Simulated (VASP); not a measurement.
Crystal: Li2Se.

```xyz
3
Lattice="0.0000 3.0025 3.0025 3.0025 0.0000 3.0025 3.0025 3.0025 0.0000" Properties=species:S:1:pos:R:3 pbc="T T T"
Li    1.5012    1.5012    1.5012
Li    4.5038    4.5038    4.5038
Se    0.0000    0.0000    0.0000
```

Base run:

```yaml
Program: VASP 6.6.1
Functional: PBE
Potentials_or_basis: VASP PAW PBE potentials, release 64 (Li_sv, Se)
Cutoff: 750 eV
k_mesh: 7 × 7 × 7
Occupations: gaussian, width 0.01 eV
Spin: no spin polarisation
```

Its results: band gap on the k mesh 3.11 eV, indirect (least direct gap 3.38 eV); pressure 0.0 GPa.

Q: The run is repeated on the same cell with these changes: k mesh from 7 × 7 × 7 to 2 × 2 × 2. What comes out?

A: Band gap on the k mesh 2.86 eV, indirect (least direct gap 3.32 eV); pressure 2.6 GPa.

Caveats: some runs use coarse meshes.

A k mesh can miss the band edges.
